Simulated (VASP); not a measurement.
A run of VASP 6.6.1:

The input INCAR:

```
SYSTEM = NaI
PREC = Accurate
ENCUT = 520
EDIFF = 1E-7
ISMEAR = -1
SIGMA = 0.02
LREAL = Auto
LASPH = .TRUE.
NELM = 100
ALGO = Normal
ISIF = 2
LWAVE = .FALSE.
LCHARG = .FALSE.
GGA = PS
NBANDS = 70
```

File KPOINTS:

```
Automatic mesh
0
G
  1 1 1
  0 0 0
```

The input POSCAR:

```
NaI
1.0
    8.8580540000      0.0000000000      0.0000000000
    0.0000000000      8.8580540000      0.0000000000
   -2.2145135000     -2.2145135000      8.3637720000
Na I
8 8
Direct
    0.3966537433      0.1237940384      0.4366477231
    0.8824918620      0.0728302817      0.5270519091
    0.4653361743      0.6001125033      0.5928778307
    0.9318647881      0.6257264421      0.5841249618
    0.1923139861      0.2579727640     -0.0506943518
    0.6967873721      0.2889703731      0.0364279418
    0.2580639095      0.7699968916      0.0973577472
    0.7913201707      0.7866651980      0.1174374433
    0.1728101379      0.3320682549      0.6212974242
    0.7048341260      0.3473829296      0.5262906497
    0.1384601605      0.8936405873      0.3990400504
    0.6286613729      0.7766018800      0.4098319514
   -0.0775416638     -0.0111876994     -0.1435779215
    0.4351497358      0.0885611962      0.1072817384
   -0.0141562962      0.4976646974      0.0882048195
    0.4909796069      0.5705455025     -0.0701856770
```

Potentials or basis: VASP PAW PBE potentials, release 64 (Na_pv, I).

Run with:

```console
$ cat potpaw_PBE.64/Na_pv/POTCAR potpaw_PBE.64/I/POTCAR > POTCAR
$ mpirun -np 1 vasp_gam > vasp.out
```

Hardware: 1 thread of AMD EPYC 7R13 Processor (Zen 3) (shared host).

**Question.** How long does it take, and how much memory?

**Answer.** Run time: 100 s on 1 thread of AMD EPYC 7R13 Processor (Zen 3), on a shared host, peak memory 0.62 GiB. Counts: scf iterations 23, k points 1.
